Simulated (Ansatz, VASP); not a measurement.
## Two plane-wave programs on Nb8H

Contents of INCAR:

```
ALGO = Fast
EDIFF = 1E-6
EDIFFG = -0.025
ENCUT = 600
GGA = PE
IBRION = 2
ISIF = 3
ISMEAR = 0
LASPH = True
LCHARG = False
LREAL = False
LWAVE = False
NELM = 80
NSW = 90
PREC = Accurate
SIGMA = 0.1
```

Contents of KPOINTS:

```
k-points
0
Gamma
  6 6 6
```

POSCAR

```
Nb8H
1.0
    0.0000000000      4.2352560966      4.2352560966
    4.2352560966      0.0000000000      4.2352560966
    4.2352560966      4.2352560966      0.0000000000
Nb H
8 1
Direct
    0.0000000000      0.0000000000      0.0000000000
   -0.0028352950     -0.0028352950      0.5028352950
   -0.0028352950      0.5028352950     -0.0028352950
   -0.0028352950      0.5028352950      0.5028352950
    0.5028352950     -0.0028352950     -0.0028352950
    0.5028352950     -0.0028352950      0.5028352950
    0.5028352950      0.5028352950     -0.0028352950
    0.5000000000      0.5000000000      0.5000000000
    0.2500000000      0.2500000000      0.2500000000
```

Input for Ansatz:

```yaml
crystal:
  lattice:
    - [0.0, 4.2352560966, 4.2352560966]
    - [4.2352560966, 0.0, 4.2352560966]
    - [4.2352560966, 4.2352560966, 0.0]
  atoms:
    - { symbol: Nb, position: [0.0, 0.0, 0.0] }
    - { symbol: Nb, position: [-0.002835295, -0.002835295, 0.502835295] }
    - { symbol: Nb, position: [-0.002835295, 0.502835295, -0.002835295] }
    - { symbol: Nb, position: [-0.002835295, 0.502835295, 0.502835295] }
    - { symbol: Nb, position: [0.502835295, -0.002835295, -0.002835295] }
    - { symbol: Nb, position: [0.502835295, -0.002835295, 0.502835295] }
    - { symbol: Nb, position: [0.502835295, 0.502835295, -0.002835295] }
    - { symbol: Nb, position: [0.5, 0.5, 0.5] }
    - { symbol: H, position: [0.25, 0.25, 0.25] }
basis:
  ecutwfc: 420
kpoints:
  mp_grid: { grid: [6, 6, 6] }
hamiltonian:
  xc: pbe
scf:
  occupations: { method: gaussian, width: 0.1 }
output:
  forces: true
  stress: true
  eigenvalues: true
  write_density: true
  write_potential: true
  elf: true
  volumetric_format: npy
relax:
  adjacent_minimum: "off"
  f_tol: 0.025
  max_steps: 70
  cell: { stress_tol: 0.12 }
```

Alike in both runs: task relaxation of cell and atoms; functional PBE; k mesh 6 × 6 × 6; occupations gaussian, width 0.1 eV; no spin polarisation.

|  | VASP | Ansatz |
| --- | --- | --- |
| version | VASP 6.6.1 | Ansatz 0.2.0 |
| potentials or method | VASP PAW PBE potentials, release 64 (Nb_sv, H), cutoff 600 eV | scalar-relativistic, plane waves, PAW |
| valence electrons in the cell | 105 | 105 |

|  | VASP | Ansatz | Ansatz less VASP |
| --- | --- | --- | --- |
| gap on the k mesh at the Fermi level, each at its own relaxed structure (eV) | none | none | - |
| relaxed volume (Å³/atom) | 16.90 | 16.93 | +0.021 |
| relaxed length of the cell vector where the two differ most in proportion (Å) | 5.992 | 5.995 | +0.0025 |

A gap of «none» marks a metal or a gap that the smearing closes.
